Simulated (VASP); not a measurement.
# Al (P6/mmm) in VASP: notebook

The runs below take Al through relaxation of cell and atoms, single point, with PBE.

Program: VASP 6.6.1. These are calculated values, not measurements. Logs are shortened: lines on timing, memory, paths and dates and some standing lists are left out, and cuts for length are marked.

## (1) The cell of the first run

Symmetry: P6/mmm, No. 191, hexagonal system. Conventional cell: a = 2.725 Å, b = 2.725 Å, c = 3.390 Å, α = 90.00°, β = 90.00°, γ = 120.00°. Within 2.1 Å of Al (site symmetry -6m2) lie 3 Al at 1.57 Å.

## (2) Relaxation of cell and atoms, PBE

Contents of INCAR:

```
ALGO     = Normal         # electronic algorithm
EDIFF    = 1E-6           # SCF threshold, eV
EDIFFG   = -0.04          # ionic threshold
ENCUT    = 600            # plane-wave cutoff, eV
GGA      = PE             # functional
IBRION   = 2              # ionic algorithm
ISIF     = 3              # what is computed and relaxed
ISMEAR   = 0              # smearing method
LASPH    = T              # aspherical terms in the spheres
LCHARG   = F              # write CHGCAR
LREAL    = F              # projectors in reciprocal space
LWAVE    = F              # write WAVECAR
NELM     = 60             # most SCF steps
NSW      = 90             # ionic steps
PREC     = Accurate       # precision mode
SIGMA    = 0.1            # smearing width, eV
```

Contents of KPOINTS:

```
k-points
0
Gamma
  9 9 6
```

Contents of POSCAR:

```
Al
1.0
    2.7246190600      0.0000000000      0.0000000000
   -1.3623095300      2.3595893300      0.0000000000
    0.0000000000      0.0000000000      3.3895992400
Al
2
Direct
    0.3333333300      0.6666666700      0.0000000000
    0.6666666700      0.3333333300      0.0000000000
```

Potentials or basis: VASP PAW PBE potentials, release 64 (Al).

The run is started by

```sh
cat potpaw_PBE.64/Al/POTCAR > POTCAR
mpirun -np 1 vasp_std > vasp.out
```

OUTCAR:

```text
EDIFF = 1E-6
   EDIFFG = -0.04
   ENCUT = 600
   GGA = PE
   IBRION = 2
   ISIF = 3
   ISMEAR = 0
   LASPH = T
   LREAL = F
   NELM = 60
   NSW = 90
   PREC = Accurate

 ion  position               nearest neighbor table
   1  0.333  0.667  0.000-   2 1.57   2 1.57   2 1.57   2 3.15   2 3.15   2 3.15
   2  0.667  0.333  0.000-   1 1.57   1 1.57   1 1.57   1 3.15   1 3.15   1 3.15

 -----------------------------------------------------------------------------
|                                                                             |
|           W    W    AA    RRRRR   N    N  II  N    N   GGGG   !!!           |
|           W    W   A  A   R    R  NN   N  II  NN   N  G    G  !!!           |
|           W    W  A    A  R    R  N N  N  II  N N  N  G       !!!           |
|           W WW W  AAAAAA  RRRRR   N  N N  II  N  N N  G  GGG   !            |
|           WW  WW  A    A  R   R   N   NN  II  N   NN  G    G                |
|           W    W  A    A  R    R  N    N  II  N    N   GGGG   !!!           |
|                                                                             |
|     The distance between some ions is very small. Please check the          |
|     nearest-neighbor list in the OUTCAR file.                               |
|     I HOPE YOU KNOW WHAT YOU ARE DOING!                                     |
|                                                                             |
 -----------------------------------------------------------------------------

  LATTYP: Found a hexagonal cell.
 ALAT       =     2.7246190600
 C/A-ratio  =     1.2440635426

  Lattice vectors:

 A1 = (   2.7246190600,   0.0000000000,   0.0000000000)
 A2 = (  -1.3623095300,   2.3595893300,   0.0000000000)
 A3 = (   0.0000000000,   0.0000000000,   3.3895992400)

Analysis of symmetry for initial positions (statically):
=====================================================================
 Subroutine PRICEL returns:
 Original cell was already a primitive cell.

 Routine SETGRP: Setting up the symmetry group for a
 hexagonal supercell.

 Subroutine GETGRP returns: Found 24 space group operations
 (whereof 24 operations were pure point group operations)
 out of a pool of 24 trial point group operations.

The static configuration has the point symmetry D_6h.

Analysis of symmetry for dynamics (positions and initial velocities):
=====================================================================
 Subroutine PRICEL returns:
 Original cell was already a primitive cell.

 Routine SETGRP: Setting up the symmetry group for a
 hexagonal supercell.

 Subroutine GETGRP returns: Found 24 space group operations
 (whereof 24 operations were pure point group operations)
 out of a pool of 24 trial point group operations.

The dynamic configuration has the point symmetry D_6h.

 Subroutine INISYM returns: Found 24 space group operations
[... 92 lines left out ...]
   LNONCOLLINEAR =      F non collinear calculations
   LSORBIT =      F    spin-orbit coupling
   LASPH  =      T    aspherical Exc in radial PAW
   ENCUT  =  600.0 eV  44.10 Ry    6.64 a.u.   5.44  5.44  6.77*2*pi/ulx,y,z
   NELM   =     60;   NELMIN=  2; NELMDL= -5     # of ELM steps
   EDIFF  = 0.1E-05   stopping-criterion for ELM
   LREAL  =      F    real-space projection
   EDIFFG = -.4E-01   stopping-criterion for IOM
   NSW    =     90    number of steps for IOM
   IBRION =      2    ionic relax: 0-MD 1-quasi-New 2-CG
   NFREE  =      1    steps in history (QN), initial steepest desc. (CG)
   ISIF   =      3    stress and relaxation
   ISYM   =      2    0-nonsym 1-usesym 2-fastsym
   POTIM  = 0.5000    time-step for ionic-motion
   TEBEG  =    0.0;   TEEND  =   0.0 temperature during run
   PSTRESS=    0.0 pullay stress
   NELECT =       6.0000    total number of electrons
   NUPDOWN=      -1.0000    fix difference up-down
   EMIN   =  10.00;   EMAX   =-10.00  energy-range for DOS
   EFERMI =   0.00;   METHOD = LEGACY
   ISMEAR =     0;   SIGMA  =   0.10  broadening in eV -4-tet -1-fermi 0-gaus
   EFERMI_NEDOS =   21; number of points for ismear=-14 and -15
   IALGO  =     38    algorithm
   IMIX   =      4    mixing-type and parameters
     AMIX     =   0.40;   BMIX     =  1.00
     AMIX_MAG =   1.60;   BMIX_MAG =  1.00
  volume/ion in A,a.u.               =      10.90        73.53
  Fermi-wavevector in a.u.,A,eV,Ry     =   1.065030  2.012614 15.432929  1.134288
  Thomas-Fermi vector in A             =   2.200568
   LORBIT       =      0    0 simple, 1 ext, 2 COOP (PROOUT), +10 PAW based schemes
   GGA     = PE    functional components
   LHFCALC =     F    Hartree Fock is set to
   AEXX    =    0.0000 exact exchange contribution
   IVDW    =     0    specifies the selected vdW correction
   LEPSILON=     F    determine dielectric tensor
   LRPA    =     F    only Hartree local field effects (RPA)
 conjugate gradient relaxation of ions
 non-spin polarized calculation
 Gauss-broadening in eV      SIGMA  =   0.10
  energy-cutoff  :      600.00
  volume of cell :       21.79
 maximum number of plane-waves:       770
 NGX is ok and might be reduce to    24
   NGX = 11   NGY = 11   NGZ = 13

--------------------------------------- Ionic step        1  -------------------------------------------

 number of electron       6.0000000 magnetization

 Free energy of the ion-electron system (eV)
  ---------------------------------------------------
  ext. energy  EPLUGINS =         0.00000000
  ---------------------------------------------------
  free energy    TOTEN  =        20.71816692 eV

  energy without entropy =       20.72337221  energy(sigma->0) =       20.72076956

 E-fermi :  12.4642     XC(G=0): -11.3817

 val. band max:       12.4357587443   @ k =   0.4444   0.0000   0.3333
 cond. band min:      12.4867567753   @ k =   0.3333   0.1111   0.0000
 fundamental gap:      0.0509980310
 Fermi energy:        12.4642068078
[... 584 lines left out ...]
 k-point    24 :       0.3333    0.3333    0.1667
  band No.  band energies     occupation
      1      -5.3111      2.00000
      2      -5.3111      2.00000
      3      -1.3644      2.00000
      4       0.4509      0.00000
      5       0.4509      0.00000
      6       2.5320      0.00000
      7       3.2301      0.00000

 [... further k-points ...]

[... ionic steps 4 to 12 ...]

--------------------------------------- Ionic step       13  -------------------------------------------

 number of electron       6.0000001 magnetization

------------------------ aborting loop because EDIFF is reached ----------------------------------------
[... 316 lines left out ...]
--------------------------------------- Ionic step       15  -------------------------------------------

 number of electron       6.0000000 magnetization

 Free energy of the ion-electron system (eV)
  ---------------------------------------------------
  ext. energy  EPLUGINS =         0.00000000
  ---------------------------------------------------
  free energy    TOTEN  =        -6.43962149 eV

  energy without entropy =       -6.43312539  energy(sigma->0) =       -6.43637344

 E-fermi :   4.0181     XC(G=0):  -8.4708

 val. band max:        4.0122090317   @ k =   0.4444   0.0000   0.0000
 cond. band min:       4.0239730028   @ k =   0.3333  -0.0000   0.5000
 fundamental gap:      0.0117639711
 Fermi energy:         4.0181156930
[... 269 lines left out ...]
  FREE ENERGIE OF THE ION-ELECTRON SYSTEM (eV)
  ---------------------------------------------------
  free  energy   TOTEN  =        -6.4396214947 eV

  energy  without entropy=       -6.4331253891  energy(sigma->0) =       -6.43637344

 reached required accuracy - stopping structural energy minimisation
```

Run time: 29 s. Hardware: 1 thread of Intel Xeon 6975P-C (Granite Rapids), shared host; peak memory 0.14 GiB.

Results:

* Free energy: -6.4396 eV
* Relaxed volume: 24.66 Å³/atom
* Relaxed cell: a = 4.578 Å, b = 4.578 Å, c = 2.718 Å, α = 90.00°, β = 90.00°, γ = 120.00°
* Space group after relaxing (to 0.05 Å): P6/mmm (No. 191)
* Energy gained by relaxing: 13578.9 meV/atom
* Ionic steps: 15
* Pressure after relaxing: -0.2 GPa
* Band gap on the k mesh: zero (band 3 reaches 6.40 eV, above the bottom of band 4 at 2.47 eV)

The path:
| step | energy change (eV) | largest force (eV/Å) | pressure (GPa) | volume (Å³) |
| --- | --- | --- | --- | --- |
| 1 | 0.0000 | 0.0000 | 329.40 | 21.79 |
| 2 | -24.2760 | 0.0000 | -3.73 | 148.54 |
| 3 | -24.3657 | 0.0000 | -3.89 | 142.71 |
| 4 | -24.4551 | 0.0000 | -4.06 | 137.16 |
| 5 | -26.5946 | 0.0000 | -5.75 | 67.25 |
| 6 | -24.5224 | 0.0000 | 33.17 | 41.43 |
| 7 | -26.7005 | 0.0000 | -4.62 | 63.45 |
| 8 | -26.7417 | 0.0000 | -1.14 | 57.59 |
| 9 | -26.7512 | 0.0000 | -2.56 | 59.51 |
| 10 | -26.7500 | 0.0000 | -1.91 | 58.57 |
| 11 | -26.8973 | 0.0000 | -1.87 | 55.45 |
| 12 | -27.1273 | 0.0000 | 3.30 | 46.01 |
| 13 | -27.1377 | 0.0000 | 0.47 | 48.93 |
| 14 | -27.1476 | 0.0000 | 1.42 | 47.72 |
| 15 | -27.1578 | 0.0000 | -0.15 | 49.32 |

Final structure:
```cif
data_structure
_symmetry_space_group_name_H-M 'P 1'
_symmetry_Int_Tables_number 1
_cell_length_a 4.5777
_cell_length_b 4.5777
_cell_length_c 2.7178
_cell_angle_alpha 90.000
_cell_angle_beta 90.000
_cell_angle_gamma 120.000
_cell_volume 49.32
loop_
_atom_site_label
_atom_site_type_symbol
_atom_site_fract_x
_atom_site_fract_y
_atom_site_fract_z
_atom_site_occupancy
Al1 Al 0.33333 0.66667 0.00000 1
Al2 Al 0.66667 0.33333 0.00000 1
```

Caveat: the volume moved by over 15 % at a fixed basis, so the end points are rough.

[end of part 1 of 2]
